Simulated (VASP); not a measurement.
# Ag: single point with RPBE+D4

Ag:

```xyz
1
Lattice="-1.6227 1.6227 1.6227 1.6227 -1.6227 1.6227 1.6227 1.6227 -1.6227" Properties=species:S:1:pos:R:3 pbc="T T T"
Ag    0.0000    0.0000    0.0000
```

| Item | Value |
| --- | --- |
| Program | VASP 6.6.1 |
| Task | single point |
| Functional | RPBE |
| Dispersion | D4 |
| Potentials or basis | VASP PAW PBE potentials, release 64 (Ag) |
| Cutoff | 520 eV |
| k mesh | 11 × 11 × 11 |
| Occupations | fermi-dirac, width 0.05 eV |
| Spin | no spin polarisation |

| Property | Result |
| --- | --- |
| Pressure | -0.2 GPa |
| Dispersion energy per atom | -1.118 eV |

Levels at points of the mesh, in eV from the Fermi level:
```
           k point  band 3  band 4  band 5  band 6  band 7  band 8  band 9  band 10
(0.00, 0.00, 0.00)   -4.94   -4.94   -3.62   -3.62   17.96   17.96   17.96    24.33
```

Run time: 18 s on 1 thread of Intel Xeon 8259CL, on a shared host, peak memory 0.14 GiB.

Caveat: the PAW data sets were made with another functional, which shifts forces and pressure a little; pairwise dispersion overbinds metals, which lowers pressure and volume.
